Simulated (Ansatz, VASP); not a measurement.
## Two plane-wave programs on Na2S

```
Na S
1.0
     0.00000    3.25599    3.25599
     3.25599    0.00000    3.25599
     3.25599    3.25599    0.00000
Na S
2 1
Direct
  0.25000 0.25000 0.25000
  0.75000 0.75000 0.75000
  0.00000 0.00000 0.00000
```

Alike in both runs: task relaxation of the atoms; functional r2SCAN; k mesh 8 × 8 × 8; occupations fermi-dirac, width 0.02 eV; no spin polarisation.

|  | VASP | Ansatz |
| --- | --- | --- |
| version | VASP 6.6.1 | Ansatz 0.2.0 |
| potentials or method | VASP PAW PBE potentials, release 64 (Na_pv, S), cutoff 500 eV | PAW plane waves |
| valence electrons in the cell | 20 | 24 |

```tsv
	VASP	Ansatz	Ansatz less VASP
gap on the k mesh at the Fermi level, each at its own relaxed structure (eV)	3.11	3.09	-0.023
```

VASP's potentials were made for PBE, not for r2SCAN. VASP's potentials hold 20 valence electrons a cell and Ansatz's 24, so a difference there can come from the potentials and not from the codes. Ansatz's warnings: stress scf threshold loose.

Noted on VASP's run: the relaxation stopped at its first step, so nothing moved.
